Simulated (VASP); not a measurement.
Write the native input for VASP 6.6.1 that does the following.

- Task: single point
- Functional: PBE
- Potentials or basis: VASP PAW PBE potentials, release 64 (Ta_pv, N)
- Cutoff: 520 eV
- k mesh: 10 × 10 × 10
- Occupations: fermi-dirac, width 0.05 eV
- Spin: no spin polarisation
- Dipole correction: no
- Further INCAR settings: ALGO = Normal; EDIFF = 1e-06; NBANDS = 15

The structure of TaN lies in POSCAR:

```
TaN
1.0
    0.0000000000      2.2546932853      2.2546932853
    2.2546932853      0.0000000000      2.2546932853
    2.2546932853      2.2546932853      0.0000000000
Ta N
1 1
Direct
    0.5000000000      0.5000000000      0.5000000000
    0.0000000000      0.0000000000      0.0000000000
```

The input as run:

INCAR

```
SYSTEM = TaN
PREC = Accurate
ENCUT = 520
EDIFF = 1E-6
ISMEAR = -1
SIGMA = 0.05
LREAL = .False.
LASPH = .True.
NELM = 100
ALGO = Normal
ISIF = 2
LWAVE = .False.
LCHARG = .False.
GGA = PE
NBANDS = 15
```

KPOINTS

```
regular mesh
0
Gamma
  10 10 10
  0 0 0
```

Potentials or basis: VASP PAW PBE potentials, release 64 (Ta_pv, N).

The run is started by

```bash
$ cat potpaw_PBE.64/Ta_pv/POTCAR potpaw_PBE.64/N/POTCAR > POTCAR
$ mpirun -np 1 vasp_std > vasp.out
```

It gave:

| Property | Result |
| --- | --- |
| Pressure | -17.3 GPa |
| Band gap on the k mesh | zero (bands 8 and 9 overlap by 3.58 eV) |

Caveat: the cell stands under tension; spin-orbit coupling is left out, which moves the levels of the heavy elements.

Run time: 16 s on 1 thread of Intel Xeon 8259CL (shared host), peak memory 0.15 GiB.
